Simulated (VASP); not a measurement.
Set up this calculation in VASP 6.6.1, as the native input.

```
Task                    : single point
Functional              : PBE
Potentials or basis     : VASP PAW PBE potentials, release 64 (Ga_d, N)
Cutoff                  : 520 eV
k mesh                  : 13 × 13 × 7
Occupations             : fermi-dirac, width 0.1 eV
Spin                    : no spin polarisation
Dipole correction       : no
k mesh for the DOS      : 20 × 20 × 11
Occupations for the DOS : tetrahedron
Further INCAR settings  : ALGO = Normal; EDIFF = 1e-07; NBANDS = 26
```

GaN (wurtzite type):

```xyz
4
Lattice="3.2182 0.0000 0.0000 -1.6091 2.7870 0.0000 0.0000 0.0000 5.2429" Properties=species:S:1:pos:R:3 pbc="T T T"
Ga    0.0000    1.8580   -0.0018
Ga    1.6091    0.9290    2.6196
N     0.0000    1.8580    1.9732
N     1.6091    0.9290    4.5946
```

These files were run (other wordings do the same):

POSCAR

```
GaN
1.0
    3.2181866341      0.0000000000      0.0000000000
   -1.6090933171      2.7870313793      0.0000000000
    0.0000000000      0.0000000000      5.2428592681
Ga N
2 2
Direct
    0.3333333333      0.6666666667     -0.0003515223
    0.6666666667      0.3333333333      0.4996484777
    0.3333333333      0.6666666667      0.3763515223
    0.6666666667      0.3333333333      0.8763515223
```

INCAR.step1

```
PREC = Accurate
ENCUT = 520
EDIFF = 1E-7
ISMEAR = -1
SIGMA = 0.1
LREAL = F
LASPH = T
NELM = 80
ALGO = Normal
ISIF = 2
LWAVE = F
LCHARG = T
GGA = PE
NBANDS = 26
```

KPOINTS.step1

```
Automatic mesh
0
Gamma
  13 13 7
```

INCAR.step2

```
PREC = Accurate
ENCUT = 520
EDIFF = 1E-7
ISMEAR = -5
SIGMA = 0.1
LREAL = F
LASPH = T
NELM = 80
ALGO = Normal
ISIF = 2
LWAVE = F
LCHARG = F
GGA = PE
LORBIT = 11
NBANDS = 26
NEDOS = 1001
ICHARG = 11
```

KPOINTS.step2

```
Automatic mesh
0
Gamma
  20 20 11
```

Potentials or basis: VASP PAW PBE potentials, release 64 (Ga_d, N).

Run with:

```sh
$ cat potpaw_PBE.64/Ga_d/POTCAR potpaw_PBE.64/N/POTCAR > POTCAR
$ cp INCAR.step1 INCAR
$ cp KPOINTS.step1 KPOINTS
$ mpirun -np 1 vasp_std > vasp.out
$ cp INCAR.step2 INCAR
$ cp KPOINTS.step2 KPOINTS
$ mpirun -np 1 vasp_std > vasp.out
```

Results of the run:

```json
{
 "Valence electrons inside the program's atomic spheres": "Ga 11.81; N 3.72"
}
```

Wall time 2.3 min on 1 thread of AMD EPYC 9R45 96-Core Processor (Zen 5), with other jobs on the host, peak memory 0.33 GiB.
